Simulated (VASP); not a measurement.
Runs of VASP 6.6.1 on Be4Pd. The structure is that of space group Pm-3m (No. 221), or close to it. The cells are those of the table. The cell was generated, and may not be a known phase.

```tsv
task	spin	cell	k mesh	cutoff (eV)	gap on the mesh (eV)	pressure (GPa)	relaxed volume (Å³/atom)
single point	off	a = 3.740 Å, 5 atoms	10 × 10 × 10	520	none	(a)	-
single point	off	a = 3.683 Å, 5 atoms	6 × 6 × 6	520	none	5.1	-
single point	collinear	a = 3.737 Å, 5 atoms	6 × 6 × 6	520	none	0.2	-
single point	off	a = 3.737 Å, 5 atoms	6 × 6 × 6	520	none	0.2	-
relaxation of cell and atoms	off	relaxed from a = 3.683 Å, 5 atoms	6 × 6 × 6	600	none	0.0	10.46
relaxation of cell and atoms	off	relaxed from a = 3.737 Å, 5 atoms	10 × 10 × 10	600	none	0.0	10.46
```

Alike in all rows: level PBE; potentials or basis VASP PAW PBE potentials, release 64 (Be, Pd); smearing gaussian 0.1 eV.

Question: Fill in the values left out.

Answer: (a) 0.1.

Caveats: the cell stands under pressure (at least some runs).

A k mesh can miss the band edges, and the runs leave out spin-orbit coupling on Pd.

A gap of «none» marks levels without a gap at the run's occupations.
